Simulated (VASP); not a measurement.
Here is a VASP 6.6.1 calculation.

File INCAR:

```
SYSTEM = Na2Ru
PREC = Accurate
ENCUT = 520
EDIFF = 1E-7
ISMEAR = 0
SIGMA = 0.1
LREAL = .False.
LASPH = .True.
NELM = 100
ALGO = Fast
ISIF = 2
LWAVE = .False.
LCHARG = .False.
GGA = PE
NBANDS = 37
```

Contents of KPOINTS:

```
regular mesh
0
Gamma
  10 10 6
  0 0 0
```

POSCAR

```
Na2Ru
1.0
    2.6162027039     -3.0029254527      0.0000000000
    2.6162027039      3.0029254527      0.0000000000
    0.0000000000      0.0000000000      8.3401658124
Na Ru
4 2
Direct
    0.2456146479      0.2456146479      0.7108933358
    0.7543853521      0.7543853521      0.7108933358
    0.2456146479      0.2456146479      0.2891066642
    0.7543853521      0.7543853521      0.2891066642
    0.6963311073      0.3036688927      0.0000000000
    0.3036688927      0.6963311073      0.0000000000
```

Potentials or basis: VASP PAW PBE potentials, release 64 (Na_pv, Ru_pv).

The run is started by

```sh
$ cat potpaw_PBE.64/Na_pv/POTCAR potpaw_PBE.64/Ru_pv/POTCAR > POTCAR
$ mpirun -np 1 vasp_std > vasp.out
```

Q: Predict the pressure.

A: 0.1 GPa.

Q: What does it give for the largest force?

A: 0.053 eV/Å.

Forces in eV/Å, atoms in the order of the input:
```
Na   0.002  0.000 -0.003
Na  -0.002  0.000 -0.003
Na   0.002  0.000  0.003
Na  -0.002  0.000  0.003
Ru   0.000 -0.053  0.000
Ru   0.000  0.053  0.000
```
